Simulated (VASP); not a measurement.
# Zr (P6/mmm) in VASP: a series of runs

Zr is run at these levels: r2SCAN; tasks: single point.

Program: VASP 6.6.1. These are calculated values, not measurements. Logs are shortened: lines on timing, memory, paths and dates and some standing lists are left out, and cuts for length are marked.

## 1. The cell of the first run

The structure is hexagonal, space group P6/mmm (No. 191). Conventional cell: a = 5.363 Å, b = 5.363 Å, c = 3.288 Å, α = 90.00°, β = 90.00°, γ = 120.00°. Zr (site symmetry 6/mmm) has 14 Zr at 3.29 to 3.51 Å within 4.3 Å. Zr (site symmetry -6m2) has 11 Zr at 3.10 to 3.51 Å within 4.1 Å.

## 2. Single point, r2SCAN

Input file POSCAR:

```
Zr
1.0
    5.3634298198      0.0000000000      0.0000000000
   -2.6817149099      4.6448664754      0.0000000000
    0.0000000000      0.0000000000      3.2880156722
Zr
3
Direct
    0.0000000000      0.0000000000      0.0000000000
    0.3333333333      0.6666666667      0.5000000000
    0.6666666667      0.3333333333      0.5000000000
```

Input file INCAR.step1:

```
PREC     = Accurate       # precision mode
ENCUT    = 520            # plane-wave cutoff, eV
ISMEAR   = 0              # smearing method
SIGMA    = 0.1            # smearing width, eV
LREAL    = F              # projectors in reciprocal space
LASPH    = T              # aspherical terms in the spheres
NELM     = 100            # most SCF steps
NBANDS   = 25             # bands
GGA      = PE             # functional
ALGO     = Normal         # electronic algorithm
EDIFF    = 1E-4           # SCF threshold, eV
LWAVE    = T              # write WAVECAR
LCHARG   = F              # write CHGCAR
```

Input file INCAR.step2:

```
PREC     = Accurate       # precision mode
ENCUT    = 520            # plane-wave cutoff, eV
EDIFF    = 1E-6           # SCF threshold, eV
ISMEAR   = 0              # smearing method
SIGMA    = 0.1            # smearing width, eV
LREAL    = F              # projectors in reciprocal space
LASPH    = T              # aspherical terms in the spheres
NELM     = 100            # most SCF steps
ALGO     = Normal         # electronic algorithm
ISIF     = 2              # what is computed and relaxed
LWAVE    = F              # write WAVECAR
LCHARG   = T              # write CHGCAR
METAGGA  = R2SCAN         # meta-GGA
LMIXTAU  = T            
LELF     = T              # ELF
LVHAR    = T            
NBANDS   = 25             # bands
ISTART   = 1
```

Input file KPOINTS:

```
Automatic mesh
0
Gamma
  6 6 6
```

Potentials or basis: VASP PAW PBE potentials, release 64 (Zr_sv).

The run is started by

```bash
$ cat potpaw_PBE.64/Zr_sv/POTCAR > POTCAR
$ cp INCAR.step1 INCAR
$ mpirun -np 1 vasp_std > vasp.out
$ cp INCAR.step2 INCAR
$ mpirun -np 1 vasp_std > vasp.out
```

OUTCAR:

```text
PREC = Accurate
   ENCUT = 520
   EDIFF = 1E-6
   ISMEAR = 0
   LREAL = F
   LASPH = T
   NELM = 100
   ISIF = 2
   METAGGA = R2SCAN
   ISTART = 1

 ion  position               nearest neighbor table
   1  0.000  0.000  0.000-   2 3.51   3 3.51   2 3.51   3 3.51   3 3.51   3 3.51   2 3.51   2 3.51
                             3 3.51   3 3.51   2 3.51   2 3.51
   2  0.333  0.667  0.500-   3 3.10   3 3.10   3 3.10   1 3.51   1 3.51   1 3.51   1 3.51   1 3.51
                             1 3.51
   3  0.667  0.333  0.500-   2 3.10   2 3.10   2 3.10   1 3.51   1 3.51   1 3.51   1 3.51   1 3.51
                             1 3.51

  LATTYP: Found a hexagonal cell.
 ALAT       =     5.3634298198
 C/A-ratio  =     0.6130434783

  Lattice vectors:

 A1 = (   5.3634298198,   0.0000000000,   0.0000000000)
 A2 = (  -2.6817149099,   4.6448664754,   0.0000000000)
 A3 = (   0.0000000000,   0.0000000000,   3.2880156722)

Analysis of symmetry for initial positions (statically):
=====================================================================
 Subroutine PRICEL returns:
 Original cell was already a primitive cell.

 Routine SETGRP: Setting up the symmetry group for a
 hexagonal supercell.

 Subroutine GETGRP returns: Found 24 space group operations
 (whereof 24 operations were pure point group operations)
 out of a pool of 24 trial point group operations.

The static configuration has the point symmetry D_6h.

Analysis of symmetry for dynamics (positions and initial velocities):
=====================================================================
 Subroutine PRICEL returns:
 Original cell was already a primitive cell.

 Routine SETGRP: Setting up the symmetry group for a
 hexagonal supercell.

 Subroutine GETGRP returns: Found 24 space group operations
 (whereof 24 operations were pure point group operations)
 out of a pool of 24 trial point group operations.

The dynamic configuration has the point symmetry D_6h.

 Subroutine INISYM returns: Found 24 space group operations
 (whereof 24 operations are pure point group operations),
 and found     1 'primitive' translations

----------------------------------------------------------------------------------------

                                     Primitive cell

  volume of cell :      81.9124

  direct lattice vectors                    reciprocal lattice vectors
     5.363429820  0.000000000  0.000000000     0.186447858  0.107645721  0.000000000
    -2.681714910  4.644866475  0.000000000     0.000000000  0.215291442  0.000000000
     0.000000000  0.000000000  3.288015672     0.000000000  0.000000000  0.304134803

  length of vectors
     5.363429820  5.363429820  3.288015672     0.215291442  0.215291442  0.304134803

  position of ions in fractional coordinates (direct lattice)
     0.000000000  0.000000000  0.000000000
     0.333333333  0.666666667  0.500000000
     0.666666667  0.333333333  0.500000000

  ion indices of the primitive-cell ions
   primitive index   ion index
                 1           1
                 2           2
                 3           3

----------------------------------------------------------------------------------------

 KPOINTS: Automatic mesh

Automatic generation of k-mesh.
 Grid dimensions read from file:
 generate k-points for:    6    6    6

 Generating k-lattice:

  Cartesian coordinates                     Fractional coordinates (reciprocal lattice)
     0.031074643  0.017940953  0.000000000     0.166666667  0.000000000  0.000000000
     0.000000000  0.035881907  0.000000000     0.000000000  0.166666667  0.000000000
     0.000000000  0.000000000  0.050689134     0.000000000  0.000000000  0.166666667

  Length of vectors
     0.035881907  0.035881907  0.050689134

  Shift w.r.t. Gamma in fractional coordinates (k-lattice)
     0.000000000  0.000000000  0.000000000

 Subroutine IBZKPT returns following result:
 ===========================================

 Found     28 irreducible k-points:

 Following reciprocal coordinates:
            Coordinates               Weight
  0.000000  0.000000  0.000000      1.000000
  0.166667 -0.000000  0.000000      6.000000
  0.333333 -0.000000  0.000000      6.000000
  0.500000 -0.000000  0.000000      3.000000
  0.166667  0.166667  0.000000      6.000000
  0.333333  0.166667  0.000000     12.000000
[... 16 lines left out ...]
  0.166667 -0.000000  0.500000      6.000000
  0.333333 -0.000000  0.500000      6.000000
 [... further k-points ...]
   k-points           NKPTS =     28   k-points in BZ     NKDIM =     28   number of bands    NBANDS=     25
   number of dos      NEDOS =    301   number of ions     NIONS =      3
   total plane-waves  NPLWV =  38400
   dimension x,y,z NGX =    40 NGY =   40 NGZ =   24
   dimension x,y,z NGXF=    80 NGYF=   80 NGZF=   48
   ions per type =               3
   NGX,Y,Z   is equivalent  to a cutoff of  12.40, 12.40, 12.13 a.u.
   NGXF,Y,Z  is equivalent  to a cutoff of  24.80, 24.80, 24.27 a.u.
 SYSTEM =  unknown system
   PREC   = accura    normal or accurate (medium, high low for compatibility)
   ISTART =      1    job   : 0-new  1-cont  2-samecut
   ICHARG =      0    charge: 1-file 2-atom 10-const
   ISPIN  =      1    spin polarized calculation?
   LNONCOLLINEAR =      F non collinear calculations
   LSORBIT =      F    spin-orbit coupling
   LASPH  =      T    aspherical Exc in radial PAW
   ENCUT  =  520.0 eV  38.22 Ry    6.18 a.u.   9.97  9.97  6.11*2*pi/ulx,y,z
   NELM   =    100;   NELMIN=  2; NELMDL=  0     # of ELM steps
   EDIFF  = 0.1E-05   stopping-criterion for ELM
   LREAL  =      F    real-space projection
   EDIFFG = 0.1E-04   stopping-criterion for IOM
   NSW    =      0    number of steps for IOM
   IBRION =     -1    ionic relax: 0-MD 1-quasi-New 2-CG
   NFREE  =      0    steps in history (QN), initial steepest desc. (CG)
   ISIF   =      2    stress and relaxation
   ISYM   =      2    0-nonsym 1-usesym 2-fastsym
   POTIM  = 0.5000    time-step for ionic-motion
   TEBEG  =    0.0;   TEEND  =   0.0 temperature during run
   PSTRESS=    0.0 pullay stress
   NELECT =      36.0000    total number of electrons
   NUPDOWN=      -1.0000    fix difference up-down
   EMIN   =  10.00;   EMAX   =-10.00  energy-range for DOS
   EFERMI =   0.00;   METHOD = LEGACY
   ISMEAR =     0;   SIGMA  =   0.10  broadening in eV -4-tet -1-fermi 0-gaus
   EFERMI_NEDOS =   21; number of points for ismear=-14 and -15
   IALGO  =     38    algorithm
   IMIX   =      4    mixing-type and parameters
     AMIX     =   0.40;   BMIX     =  1.00
     AMIX_MAG =   1.60;   BMIX_MAG =  1.00
  volume/ion in A,a.u.               =      27.30       184.26
  Fermi-wavevector in a.u.,A,eV,Ry     =   1.244684  2.352112 21.078665  1.549238
  Thomas-Fermi vector in A             =   2.378940
   LORBIT       =      0    0 simple, 1 ext, 2 COOP (PROOUT), +10 PAW based schemes
   METAGGA = R2SCAN    functional components
   LHFCALC =     F    Hartree Fock is set to
   AEXX    =    0.0000 exact exchange contribution
   IVDW    =     0    specifies the selected vdW correction
   LEPSILON=     F    determine dielectric tensor
   LRPA    =     F    only Hartree local field effects (RPA)
 non-spin polarized calculation
 Gauss-broadening in eV      SIGMA  =   0.10
  energy-cutoff  :      520.00
  volume of cell :       81.91
 maximum number of plane-waves:      2238
 NGX is ok and might be reduce to    40
   NGX = 19   NGY = 19   NGZ = 13

 number of electron      36.0000000 magnetization

 Free energy of the ion-electron system (eV)
  ---------------------------------------------------
  ext. energy  EPLUGINS =         0.00000000
  ---------------------------------------------------
  free energy    TOTEN  =       -67.76059623 eV

  energy without entropy =      -67.74535931  energy(sigma->0) =      -67.75297777

 E-fermi :   7.2211     XC(G=0): -11.1845

 val. band max:        7.2127385219   @ k =   0.3333   0.1667   0.0000
 cond. band min:       7.2596803869   @ k =   0.3333   0.1667   0.3333
 fundamental gap:      0.0469418650
 Fermi energy:         7.2211363322

 k-point     1 :       0.0000    0.0000    0.0000
  band No.  band energies     occupation
      1     -43.8039      2.00000
      2     -43.4961      2.00000
      3     -43.3923      2.00000
      4     -21.1224      2.00000
      5     -21.1224      2.00000
      6     -20.9926      2.00000
[... 17 lines left out ...]
     24       9.4609      0.00000
     25       9.5642      0.00000

 k-point     2 :       0.1667   -0.0000    0.0000
  band No.  band energies     occupation
      1     -43.8031      2.00000
      2     -43.4908      2.00000
      3     -43.3987      2.00000
      4     -21.1648      2.00000
      5     -21.1467      2.00000
      6     -20.9495      2.00000
[... 17 lines left out ...]
     24       9.1224      0.00000
     25      10.1397      0.00000

 k-point     3 :       0.3333   -0.0000    0.0000
  band No.  band energies     occupation
      1     -43.8014      2.00000
      2     -43.4763      2.00000
      3     -43.4152      2.00000
      4     -21.2187      2.00000
      5     -21.1338      2.00000
      6     -20.8942      2.00000
[... 17 lines left out ...]
     24       9.7022      0.00000
     25      10.4515      0.00000

 k-point     4 :       0.5000   -0.0000    0.0000
  band No.  band energies     occupation
      1     -43.8006      2.00000
      2     -43.4644      2.00000
      3     -43.4281      2.00000
      4     -21.2397      2.00000
      5     -21.1001      2.00000
      6     -20.8855      2.00000
[... 17 lines left out ...]
     24       9.6828      0.00000
     25      10.4251      0.00000
[... 477 lines left out ...]
 k-point    22 :       0.0000    0.0000    0.5000
  band No.  band energies     occupation
      1     -43.7660      2.00000
      2     -43.4635      2.00000
      3     -43.3580      2.00000
      4     -21.1810      2.00000
      5     -21.0379      2.00000
      6     -21.0379      2.00000
[... 17 lines left out ...]
     24      10.9583      0.00000
     25      11.5430      0.00000

 k-point    23 :       0.1667   -0.0000    0.5000
  band No.  band energies     occupation
      1     -43.7660      2.00000
      2     -43.4573      2.00000
      3     -43.3642      2.00000
      4     -21.1904      2.00000
      5     -21.0967      2.00000
      6     -21.0381      2.00000
[... 17 lines left out ...]
     24      10.8804      0.00000
     25      11.0110      0.00000

 k-point    24 :       0.3333   -0.0000    0.5000
  band No.  band energies     occupation
      1     -43.7660      2.00000
      2     -43.4413      2.00000
      3     -43.3804      2.00000
      4     -21.2164      2.00000
      5     -21.1373      2.00000
      6     -21.0385      2.00000
[... 17 lines left out ...]
     24      10.7304      0.00000
     25      10.7376      0.00000

 [... further k-points ...]

------------------------ aborting loop because EDIFF is reached ----------------------------------------

  FORCE on cell =-STRESS in cart. coord.  units (eV):
  Direction    XX          YY          ZZ          XY          YZ          ZX
  --------------------------------------------------------------------------------------
  -------------------------------------------------------------------------------------
  Total       -6.4565659     -6.4565659     -5.4737325      0.0000000      0.0000000      0.0000000
  in kB     -126.2881077   -126.2881077   -107.0642387      0.0000000      0.0000000      0.0000000
  external PRESSURE =    -119.8801514 kB  Pullay stress =       0.0000000 kB

 VOLUME and BASIS-vectors are now :
 -----------------------------------------------------------------------------
  energy-cutoff  :      520.00
  volume of cell :       81.91
      direct lattice vectors                 reciprocal lattice vectors
     5.363429820  0.000000000  0.000000000     0.186447858  0.107645721  0.000000000
    -2.681714910  4.644866475  0.000000000     0.000000000  0.215291442  0.000000000
     0.000000000  0.000000000  3.288015672     0.000000000  0.000000000  0.304134803

 POSITION                                       TOTAL-FORCE (eV/Angst)
 -----------------------------------------------------------------------------------
      0.00000      0.00000      0.00000         0.000000      0.000000      0.000000
     -0.00000      3.09658      1.64401        -0.000000      0.000000      0.000000
      2.68171      1.54829      1.64401         0.000000      0.000000      0.000000
 -----------------------------------------------------------------------------------
    total drift:                                0.000000      0.000000      0.000000

  FREE ENERGIE OF THE ION-ELECTRON SYSTEM (eV)
  ---------------------------------------------------
  free  energy   TOTEN  =       -67.7605962251 eV

  energy  without entropy=      -67.7453593083  energy(sigma->0) =      -67.75297777
```

Wall time 1.9 min (1 thread of Intel Xeon 6975P-C (Granite Rapids), shared host); peak memory 0.21 GiB.

Results:

| Quantity | Value |
| --- | --- |
| Free energy | -67.7606 eV |
| Pressure | -12.0 GPa |
| Band gap on the k mesh | zero (band 18 reaches 7.37 eV, above the bottom of band 19 at 7.00 eV) |

Stress tensor (GPa, compression positive):
```
-12.63   0.00   0.00
  0.00 -12.63   0.00
  0.00   0.00 -10.71
```

Levels at points of the mesh, in eV from the Fermi level:
```tsv
k point	band 15	band 16	band 17	band 18	band 19	band 20	band 21	band 22
(0.00, 0.00, 0.00)	-0.62	-0.62	-0.57	-0.57	-0.22	0.79	1.58	1.58
(0.50, 0.00, 0.00)	-2.60	-0.39	-0.35	-0.34	0.12	0.63	0.82	1.35
(0.00, 0.00, 0.50)	-1.96	-1.59	-1.59	-1.57	1.11	1.11	1.50	1.50
(0.50, 0.00, 0.50)	-1.59	-1.16	-0.60	-0.59	0.51	0.66	0.97	1.24
```

Caveat: the PAW data sets were made with another functional, which shifts forces and pressure a little.

## 3. Single point, r2SCAN

This run uses another cell than the first one, of 23.14 Å³/atom, 0.848 times its volume.

Input file POSCAR:

```
Zr
1.0
    5.0382863932      0.0000000000      0.0000000000
   -2.5191431966      4.3632840081      0.0000000000
    0.0000000000      0.0000000000      3.1580496744
Zr
3
Direct
    0.0000000000      0.0000000000      0.0000000000
    0.3333333333      0.6666666667      0.5000000000
    0.6666666667      0.3333333333      0.5000000000
```

Input file INCAR.step1:

```
ALGO = Normal
EDIFF = 1E-4
ENCUT = 520
GGA = PE
ISMEAR = 0
LASPH = T
LCHARG = F
LREAL = F
LWAVE = T
NBANDS = 25
NELM = 100
PREC = Accurate
SIGMA = 0.1
```

Input file INCAR.step2:

```
ALGO = Normal
EDIFF = 1E-6
ENCUT = 520
ISIF = 2
ISMEAR = 0
ISTART = 1
LASPH = T
LCHARG = F
LMIXTAU = T
LREAL = F
LWAVE = F
METAGGA = R2SCAN
NBANDS = 25
NELM = 100
PREC = Accurate
SIGMA = 0.1
```

Input file KPOINTS:

```
k-points
0
Gamma
  12 12 14
```

Potentials or basis: VASP PAW PBE potentials, release 64 (Zr_sv).

The run is started by

```bash
$ cat potpaw_PBE.64/Zr_sv/POTCAR > POTCAR
$ cp INCAR.step1 INCAR
$ mpirun -np 1 vasp_std > vasp.out
$ cp INCAR.step2 INCAR
$ mpirun -np 1 vasp_std > vasp.out
```

Run time: 8 min. Hardware: 1 thread of Intel Xeon 6975P-C (Granite Rapids), shared host; peak memory 0.33 GiB.

It converged, with:

* Free energy: -68.2938 eV
* Pressure: 0.0 GPa
* Band gap on the k mesh: zero (band 18 reaches 9.40 eV, above the bottom of band 19 at 8.79 eV)

Levels at points of the mesh, in eV from the Fermi level:
```
           k point  band 14  band 15  band 16  band 17  band 18  band 19  band 20  band 21  band 22  band 23
(0.00, 0.00, 0.00)    -2.47    -0.64    -0.64    -0.57    -0.57    -0.11     1.01     1.79     1.79     2.36
(0.50, 0.00, 0.00)    -3.38    -3.06    -0.65    -0.53    -0.48     0.03     0.80     1.20     1.45     2.50
(0.00, 0.00, 0.50)    -2.62    -2.33    -2.05    -2.05    -1.62     1.26     1.26     1.80     1.80     4.51
(0.50, 0.00, 0.50)    -2.47    -2.07    -1.59    -0.90    -0.64     0.40     1.00     1.12     1.52     3.06
```

Caveat: the PAW data sets were made with another functional, which shifts forces and pressure a little.
